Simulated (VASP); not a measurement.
Wanted: the native input for a VASP 6.6.1 run.

```yaml
Task: single point
Functional: PBEsol
Potentials_or_basis: VASP PAW PBE potentials, release 64 (Pt)
Cutoff: 520 eV
k_mesh: 18 × 18 × 18
Occupations: gaussian, width 0.05 eV
Spin: no spin polarisation
Dipole_correction: no
Further_INCAR_settings: ALGO = Normal; EDIFF = 1e-07; NBANDS = 11
```

The structure of Pt lies in POSCAR:

```
Pt
1.0
    0.0000000000      1.9588505871      1.9588505871
    1.9588505871      0.0000000000      1.9588505871
    1.9588505871      1.9588505871      0.0000000000
Pt
1
Direct
    0.0000000000      0.0000000000      0.0000000000
```

These files were run (other wordings do the same):

INCAR

```
SYSTEM = Pt
PREC = Accurate ; ENCUT = 520
EDIFF = 1E-7 ; ISMEAR = 0
SIGMA = 0.05 ; LREAL = .FALSE.
LASPH = .TRUE. ; NELM = 80
ALGO = Normal ; ISIF = 2
LWAVE = .FALSE. ; LCHARG = .FALSE.
GGA = PS ; NBANDS = 11
```

KPOINTS

```
Automatic mesh
0
G
  18 18 18
  0 0 0
```

Potentials or basis: VASP PAW PBE potentials, release 64 (Pt).

Command:

```console
$ cat potpaw_PBE.64/Pt/POTCAR > POTCAR
$ mpirun -np 1 vasp_std > vasp.out
```

Results of the run:

```yaml
Pressure: -0.4 GPa
Band_gap_on_the_k_mesh: zero (band 5 reaches 11.66 eV, above the bottom of band 6 at 9.41 eV)
```

Caveat: the PAW data sets were made with another functional, which shifts forces and pressure a little; spin-orbit coupling is left out, which moves the levels of the heavy elements.

Wall time 26 s on 1 thread of Intel(R) Xeon(R) Platinum 8375C CPU @ 2.90GHz (Ice Lake), on a shared host, peak memory 0.17 GiB.
